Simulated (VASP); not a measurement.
# MnO (Fm-3m) in VASP: notebook

Runs on MnO. Level: PBE. Tasks: single point.

Everything below comes from runs of VASP 6.6.1. Logs are shortened: lines on timing, memory, paths and dates and some standing lists are left out, and cuts for length are marked.

## 1. The cell of the first run

It takes space group Fm-3m (No. 225, cubic). Conventional cell: a = 4.444 Å, b = 4.444 Å, c = 4.444 Å, α = 90.00°, β = 90.00°, γ = 90.00°. Within 2.9 Å of Mn (site symmetry m-3m) lie 6 O at 2.22 Å. Within 2.9 Å of O (site symmetry m-3m) lie 6 Mn at 2.22 Å.

## 2. Single point, PBE, collinear spin, ferromagnetic start

INCAR reads:

```
SYSTEM = MnO
PREC = Accurate
ENCUT = 520
EDIFF = 1E-7
ISMEAR = 0
SIGMA = 0.15
LREAL = .FALSE.
LASPH = .TRUE.
NELM = 150
ALGO = Normal
ISIF = 2
LWAVE = .FALSE.
LCHARG = .TRUE.
ISPIN = 2
MAGMOM = 4.46 0.26
LORBIT = 11
LMAXMIX = 4
GGA = PE
LELF = .TRUE.
LVHAR = .TRUE.
NBANDS = 20
```

KPOINTS reads:

```
Automatic mesh
0
G
  18 18 18
  0 0 0
```

POSCAR reads:

```
MnO
1.0
    0.0000000000      2.2220000000      2.2220000000
    2.2220000000      0.0000000000      2.2220000000
    2.2220000000      2.2220000000      0.0000000000
Mn O
1 1
Direct
    0.0000000000      0.0000000000      0.0000000000
    0.5000000000      0.5000000000      0.5000000000
```

Potentials or basis: VASP PAW PBE potentials, release 64 (Mn_pv, O).

Command:

```sh
$ cat potpaw_PBE.64/Mn_pv/POTCAR potpaw_PBE.64/O/POTCAR > POTCAR
$ mpirun -np 1 vasp_std > vasp.out
```

OUTCAR:

```text
SYSTEM = MnO
   PREC = Accurate
   ENCUT = 520
   EDIFF = 1E-7
   ISMEAR = 0
   LREAL = .FALSE.
   LASPH = .TRUE.
   NELM = 150
   ISIF = 2
   ISPIN = 2
   LORBIT = 11
   GGA = PE

 ion  position               nearest neighbor table
   1  0.000  0.000  0.000-   2 2.22   2 2.22   2 2.22   2 2.22   2 2.22   2 2.22
   2  0.500  0.500  0.500-   1 2.22   1 2.22   1 2.22   1 2.22   1 2.22   1 2.22

  LATTYP: Found a face centered cubic cell.
 ALAT       =     4.4440000000

  Lattice vectors:

 A1 = (   0.0000000000,   2.2220000000,   2.2220000000)
 A2 = (   2.2220000000,   0.0000000000,   2.2220000000)
 A3 = (   2.2220000000,   2.2220000000,   0.0000000000)

Analysis of symmetry for initial positions (statically):
=====================================================================
 Subroutine PRICEL returns:
 Original cell was already a primitive cell.

 Routine SETGRP: Setting up the symmetry group for a
 face centered cubic supercell.

 Subroutine GETGRP returns: Found 48 space group operations
 (whereof 48 operations were pure point group operations)
 out of a pool of 48 trial point group operations.

The static configuration has the point symmetry O_h .

Analysis of symmetry for dynamics (positions and initial velocities):
=====================================================================
 Subroutine PRICEL returns:
 Original cell was already a primitive cell.

 Routine SETGRP: Setting up the symmetry group for a
 face centered cubic supercell.

 Subroutine GETGRP returns: Found 48 space group operations
 (whereof 48 operations were pure point group operations)
 out of a pool of 48 trial point group operations.

The dynamic configuration has the point symmetry O_h .

Analysis of structural, dynamic, and magnetic symmetry:
=====================================================================
 Subroutine PRICEL returns:
 Original cell was already a primitive cell.

 Routine SETGRP: Setting up the symmetry group for a
 face centered cubic supercell.

 Subroutine GETGRP returns: Found 48 space group operations
 (whereof 48 operations were pure point group operations)
 out of a pool of 48 trial point group operations.

The overall configuration has the point symmetry O_h .

 Subroutine INISYM returns: Found 48 space group operations
 (whereof 48 operations are pure point group operations),
 and found     1 'primitive' translations

----------------------------------------------------------------------------------------

                                     Primitive cell

  volume of cell :      21.9413

  direct lattice vectors                    reciprocal lattice vectors
     0.000000000  2.222000000  2.222000000    -0.225022502  0.225022502  0.225022502
     2.222000000  0.000000000  2.222000000     0.225022502 -0.225022502  0.225022502
     2.222000000  2.222000000  0.000000000     0.225022502  0.225022502 -0.225022502

  length of vectors
     3.142382536  3.142382536  3.142382536     0.389750407  0.389750407  0.389750407

  position of ions in fractional coordinates (direct lattice)
     0.000000000  0.000000000  0.000000000
     0.500000000  0.500000000  0.500000000

  ion indices of the primitive-cell ions
   primitive index   ion index
                 1           1
                 2           2

----------------------------------------------------------------------------------------

 KPOINTS: Automatic mesh

Automatic generation of k-mesh.
 Grid dimensions read from file:
 generate k-points for:   18   18   18

 Generating k-lattice:

  Cartesian coordinates                     Fractional coordinates (reciprocal lattice)
    -0.012501250  0.012501250  0.012501250     0.055555556  0.000000000  0.000000000
     0.012501250 -0.012501250  0.012501250     0.000000000  0.055555556  0.000000000
     0.012501250  0.012501250 -0.012501250     0.000000000  0.000000000  0.055555556

  Length of vectors
     0.021652800  0.021652800  0.021652800

  Shift w.r.t. Gamma in fractional coordinates (k-lattice)
     0.000000000  0.000000000  0.000000000

 Subroutine IBZKPT returns following result:
 ===========================================

 Found    195 irreducible k-points:

 Following reciprocal coordinates:
            Coordinates               Weight
  0.000000  0.000000  0.000000      1.000000
  0.055556  0.000000  0.000000      8.000000
  0.111111  0.000000  0.000000      8.000000
  0.166667  0.000000  0.000000      8.000000
  0.222222  0.000000  0.000000      8.000000
  0.277778  0.000000  0.000000      8.000000
[... 16 lines left out ...]
 -0.277778  0.055556  0.000000     24.000000
 -0.222222  0.055556  0.000000     24.000000
 [... further k-points ...]
   k-points           NKPTS =    195   k-points in BZ     NKDIM =    195   number of bands    NBANDS=     20
   number of dos      NEDOS =    301   number of ions     NIONS =      2
   total plane-waves  NPLWV =  13824
   dimension x,y,z NGX =    24 NGY =   24 NGZ =   24
   dimension x,y,z NGXF=    48 NGYF=   48 NGZF=   48
   ions per type =               1   1
   NGX,Y,Z   is equivalent  to a cutoff of  12.70, 12.70, 12.70 a.u.
   NGXF,Y,Z  is equivalent  to a cutoff of  25.39, 25.39, 25.39 a.u.
 SYSTEM =  MnO
   PREC   = accura    normal or accurate (medium, high low for compatibility)
   ISTART =      0    job   : 0-new  1-cont  2-samecut
   ICHARG =      2    charge: 1-file 2-atom 10-const
   ISPIN  =      2    spin polarized calculation?
   LNONCOLLINEAR =      F non collinear calculations
   LSORBIT =      F    spin-orbit coupling
   LASPH  =      T    aspherical Exc in radial PAW
   ENCUT  =  520.0 eV  38.22 Ry    6.18 a.u.   5.84  5.84  5.84*2*pi/ulx,y,z
   NELM   =    150;   NELMIN=  2; NELMDL= -5     # of ELM steps
   EDIFF  = 0.1E-06   stopping-criterion for ELM
   LREAL  =      F    real-space projection
   EDIFFG = 0.1E-05   stopping-criterion for IOM
   NSW    =      0    number of steps for IOM
   IBRION =     -1    ionic relax: 0-MD 1-quasi-New 2-CG
   NFREE  =      0    steps in history (QN), initial steepest desc. (CG)
   ISIF   =      2    stress and relaxation
   ISYM   =      2    0-nonsym 1-usesym 2-fastsym
   POTIM  = 0.5000    time-step for ionic-motion
   TEBEG  =    0.0;   TEEND  =   0.0 temperature during run
   PSTRESS=    0.0 pullay stress
   NELECT =      19.0000    total number of electrons
   NUPDOWN=      -1.0000    fix difference up-down
   EMIN   =  10.00;   EMAX   =-10.00  energy-range for DOS
   EFERMI =   0.00;   METHOD = LEGACY
   ISMEAR =     0;   SIGMA  =   0.15  broadening in eV -4-tet -1-fermi 0-gaus
   EFERMI_NEDOS =   21; number of points for ismear=-14 and -15
   IALGO  =     38    algorithm
   IMIX   =      4    mixing-type and parameters
     AMIX     =   0.40;   BMIX     =  1.00
     AMIX_MAG =   1.60;   BMIX_MAG =  1.00
  volume/ion in A,a.u.               =      10.97        74.03
  Fermi-wavevector in a.u.,A,eV,Ry     =   1.560410  2.948747 33.128533  2.434878
  Thomas-Fermi vector in A             =   2.663626
   LORBIT       =     11    0 simple, 1 ext, 2 COOP (PROOUT), +10 PAW based schemes
   GGA     = PE    functional components
   LHFCALC =     F    Hartree Fock is set to
   AEXX    =    0.0000 exact exchange contribution
   IVDW    =     0    specifies the selected vdW correction
   LEPSILON=     F    determine dielectric tensor
   LRPA    =     F    only Hartree local field effects (RPA)
 spin polarized calculation
 Gauss-broadening in eV      SIGMA  =   0.15
  energy-cutoff  :      520.00
  volume of cell :       21.94
 maximum number of plane-waves:       609
   NGX = 11   NGY = 11   NGZ = 11

 number of electron      18.9999992 magnetization       4.7574408

 Free energy of the ion-electron system (eV)
  ---------------------------------------------------
  ext. energy  EPLUGINS =         0.00000000
  ---------------------------------------------------
  free energy    TOTEN  =       -16.40781708 eV

  energy without entropy =      -16.39729602  energy(sigma->0) =      -16.40255655

 E-fermi :   7.5580     XC(G=0): -11.8711

 val. band max:        7.5554288849   @ k =  -0.2222   0.2222   0.0556
 cond. band min:       7.5624562499   @ k =  -0.3333   0.2222   0.0556
 fundamental gap:      0.0070273650
 Fermi energy:         7.5580359281

 spin component 1

 k-point     1 :       0.0000    0.0000    0.0000
  band No.  band energies     occupation
      1     -42.8166      1.00000
      2     -42.8166      1.00000
      3     -42.8166      1.00000
      4     -12.7284      1.00000
      5       3.7991      1.00000
      6       3.7991      1.00000
[... 12 lines left out ...]
     19      27.2899      0.00000
     20      27.2899      0.00000

 k-point     2 :       0.0556    0.0000    0.0000
  band No.  band energies     occupation
      1     -42.8185      1.00000
      2     -42.8168      1.00000
      3     -42.8168      1.00000
      4     -12.7014      1.00000
      5       3.4495      1.00000
      6       3.5771      1.00000
[... 498 lines left out ...]
 k-point    24 :      -0.2222    0.0556    0.0000
  band No.  band energies     occupation
      1     -42.8469      1.00000
      2     -42.8226      1.00000
      3     -42.8198      1.00000
      4     -12.2756      1.00000
      5       1.0369      1.00000
      6       2.1641      1.00000
[... 12 lines left out ...]
     19      27.8094      0.00000
     20      31.7219      0.00000

 [... further k-points ...]

 spin component 2

 k-point     1 :       0.0000    0.0000    0.0000
  band No.  band energies     occupation
      1     -38.1620      1.00000
      2     -38.1620      1.00000
      3     -38.1620      1.00000
      4     -12.2906      1.00000
      5       4.1816      1.00000
      6       4.1816      1.00000
[... 12 lines left out ...]
     19      29.6325      0.00000
     20      29.6325      0.00000

 k-point     2 :       0.0556    0.0000    0.0000
  band No.  band energies     occupation
      1     -38.1645      1.00000
      2     -38.1623      1.00000
      3     -38.1623      1.00000
      4     -12.2642      1.00000
      5       3.9741      1.00000
      6       4.1185      1.00000
[... 498 lines left out ...]
 k-point    24 :      -0.2222    0.0556    0.0000
  band No.  band energies     occupation
      1     -38.2008      1.00000
      2     -38.1693      1.00000
      3     -38.1656      1.00000
      4     -11.8515      1.00000
      5       1.8730      1.00000
      6       3.3002      1.00000
[... 12 lines left out ...]
     19      29.3322      0.00000
     20      33.2286      0.00000

 [... further k-points ...]
[... 5 lines left out ...]
  --------------------------------------------------------------------------------------
  -------------------------------------------------------------------------------------
  Total       -0.0002306     -0.0002306     -0.0002306     -0.0000000     -0.0000000      0.0000000
  in kB       -0.0168415     -0.0168415     -0.0168415     -0.0000000     -0.0000000      0.0000000
  external PRESSURE =      -0.0168415 kB  Pullay stress =       0.0000000 kB

 VOLUME and BASIS-vectors are now :
 -----------------------------------------------------------------------------
  energy-cutoff  :      520.00
  volume of cell :       21.94
      direct lattice vectors                 reciprocal lattice vectors
     0.000000000  2.222000000  2.222000000    -0.225022502  0.225022502  0.225022502
     2.222000000  0.000000000  2.222000000     0.225022502 -0.225022502  0.225022502
     2.222000000  2.222000000  0.000000000     0.225022502  0.225022502 -0.225022502

 POSITION                                       TOTAL-FORCE (eV/Angst)
 -----------------------------------------------------------------------------------
      0.00000      0.00000      0.00000         0.000000     -0.000000      0.000000
      2.22200      2.22200      2.22200        -0.000000      0.000000      0.000000
 -----------------------------------------------------------------------------------
    total drift:                                0.000000     -0.000000     -0.000000

  FREE ENERGIE OF THE ION-ELECTRON SYSTEM (eV)
  ---------------------------------------------------
  free  energy   TOTEN  =       -16.4078170802 eV

  energy  without entropy=      -16.3972960164  energy(sigma->0) =      -16.40255655

 total charge

# of ion       s       p       d       tot
------------------------------------------
    1        0.203   6.176   4.976  11.355
    2        1.561   3.415   0.000   4.976
--------------------------------------------------
tot          1.764   9.591   4.976  16.331

 magnetization (x)

# of ion       s       p       d       tot
------------------------------------------
    1        0.034   0.026   4.262   4.322
    2        0.030   0.170   0.000   0.200
--------------------------------------------------
tot          0.064   0.195   4.262   4.522
```

Wall time 71 s (1 thread of Intel Xeon 6975P-C (Granite Rapids), shared host); peak memory 0.24 GiB.

What came out:

- Free energy: -16.4078 eV
- Pressure: 0.0 GPa
- Net moment: 4.76 μB per cell
- Site moments: Mn +4.32; O +0.20 μB
- Valence electrons inside the program's atomic spheres: Mn 11.36; O 4.98

Caveat: a cell with one magnetic atom can't hold antiferromagnetic order, which such compounds often take; semilocal functionals often make such compounds metallic where correlation or magnetic order opens a gap, which also shifts bond lengths. With open d or f shells a metallic result of PBE can be an artefact of self-interaction; +U or a hybrid may open a gap.

## 3. Single point, PBE, collinear spin, ferromagnetic start

INCAR reads:

```
PREC = Accurate ; ENCUT = 520
EDIFF = 1E-6 ; ISMEAR = 0
SIGMA = 0.15 ; LREAL = F
LASPH = T ; NELM = 150
ALGO = Normal ; ISIF = 2
LWAVE = F ; LCHARG = F
ISPIN = 2 ; MAGMOM = 4.46 0.26
LORBIT = 11 ; LMAXMIX = 4
GGA = PE ; NBANDS = 20
```

KPOINTS reads:

```
regular mesh
0
Gamma
  20 20 20
```

POSCAR is that of step 2.

Potentials or basis: VASP PAW PBE potentials, release 64 (Mn_pv, O).

Command:

```sh
$ cat potpaw_PBE.64/Mn_pv/POTCAR potpaw_PBE.64/O/POTCAR > POTCAR
$ mpirun -np 1 vasp_std > vasp.out
```

Wall time 84 s (1 thread of Intel Xeon 6975P-C (Granite Rapids), shared host); peak memory 0.27 GiB.

The run converged. Its results:

- Free energy: -16.4078 eV
- Pressure: 0.0 GPa
- Net moment: 4.76 μB per cell
- Site moments: Mn +4.32; O +0.20 μB
- Valence electrons inside the program's atomic spheres: Mn 11.36; O 4.98

Levels at points of the mesh, in eV from the Fermi level:
Spin up:
```csv
k point,band 8,band 9,band 10,band 11,band 12,band 13,band 14,band 15,band 16,band 17
"(0.00, 0.00, 0.00)",-3.22,-3.22,-3.22,-2.69,-2.69,-0.52,13.97,16.34,16.34,16.34
"(0.50, 0.00, 0.00)",-2.33,-2.33,-1.89,0.20,0.20,3.48,7.74,11.88,11.88,18.48
"(0.50, 0.50, 0.00)",-4.22,-2.27,-2.05,-2.05,-1.92,5.03,7.82,10.41,13.66,13.66
```
Spin down:
```csv
k point,band 5,band 6,band 7,band 8,band 9,band 10
"(0.00, 0.00, 0.00)",-3.38,-3.38,-3.38,0.73,0.73,0.73
"(0.50, 0.00, 0.00)",-7.39,-4.86,-4.86,1.92,1.96,1.96
"(0.50, 0.50, 0.00)",-6.44,-4.35,-4.35,-0.85,1.94,2.15
```

Caveat: a cell with one magnetic atom can't hold antiferromagnetic order, which such compounds often take; semilocal functionals often make such compounds metallic where correlation or magnetic order opens a gap, which also shifts bond lengths. With open d or f shells a metallic result of PBE can be an artefact of self-interaction; +U or a hybrid may open a gap.
